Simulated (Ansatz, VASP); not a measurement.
GaN: VASP beside Ansatz

Contents of POSCAR:

```
GaN
1.0
    0.0000000000      2.2489367673      2.2489367673
    2.2489367673      0.0000000000      2.2489367673
    2.2489367673      2.2489367673      0.0000000000
Ga N
1 1
Direct
    0.0000000000      0.0000000000      0.0000000000
    0.7692541075      0.7435819642      0.7435819642
```

INCAR.step1

```
SYSTEM = GaN
PREC = Accurate ; ENCUT = 1460
ISMEAR = 0 ; SIGMA = 0.05
LREAL = .FALSE. ; LASPH = .TRUE.
NELM = 120 ; NBANDS = 16
GGA = PE ; ALGO = Normal
EDIFF = 1E-5 ; LWAVE = .TRUE.
LCHARG = .FALSE. ; GGA_COMPAT = .FALSE.
```

The input INCAR.step2:

```
SYSTEM = GaN
PREC = Accurate ; ENCUT = 1460
EDIFF = 1E-6 ; ISMEAR = 0
SIGMA = 0.05 ; LREAL = .FALSE.
LASPH = .TRUE. ; NELM = 120
ALGO = Normal ; ISIF = 2
LWAVE = .FALSE. ; LCHARG = .TRUE.
METAGGA = R2SCAN ; LMIXTAU = .TRUE.
LELF = .TRUE. ; LVHAR = .TRUE.
NBANDS = 16 ; ISTART = 1
GGA_COMPAT = .FALSE.
```

File KPOINTS:

```
regular mesh
0
G
  10 10 10
  0 0 0
```

Input for Ansatz:

```yaml
crystal:
  lattice:
    - [0.0, 2.2489367673, 2.2489367673]
    - [2.2489367673, 0.0, 2.2489367673]
    - [2.2489367673, 2.2489367673, 0.0]
  atoms:
    - { symbol: Ga, position: [0.0, 0.0, 0.0] }
    - { symbol: "N", position: [0.7692541075, 0.7435819642, 0.7435819642] }
basis:
  ecutwfc: 500
kpoints:
  mp_grid: { grid: [10, 10, 10] }
hamiltonian:
  xc: r2scan
scf:
  occupations: { method: gaussian, width: 0.05 }
output:
  forces: true
  stress: true
  eigenvalues: true
```

Change from the starting cell: all N atoms moved -0.050 Å, as atom 2 towards its neighbour atom 1 (Ga) at 1.948 Å.

Alike in both runs: task single point; functional r2SCAN; k mesh 10 × 10 × 10; occupations gaussian, width 0.05 eV; no spin polarisation.

|  | VASP | Ansatz |
| --- | --- | --- |
| version | VASP 6.6.1 | Ansatz 0.2.0 |
| potentials or method | VASP PAW PBE potentials, release 64 (Ga_d, N_h), cutoff 1460 eV | scalar-relativistic, plane waves, PAW |
| valence electrons in the cell | 18 | 18 |

Ansatz gave:

* gap on the k mesh at the Fermi level (eV): 2.06
* least direct gap on the mesh (eV): 2.06
* pressure (GPa): 0.2
* traceless stress, the component that is largest in VASP (GPa): 1.49
* rms of the force components (eV/Å): 0.325

Q: Which values does VASP return?

A: gap on the k mesh at the Fermi level (eV): 2.06; least direct gap on the mesh (eV): 2.06; pressure (GPa): 1.4; traceless stress, the component that is largest in VASP (GPa): 1.57; rms of the force components (eV/Å): 0.331.

VASP's potentials were made for PBE, not for r2SCAN. Atom by atom the forces differ by 0.006 eV/Å (rms over components).
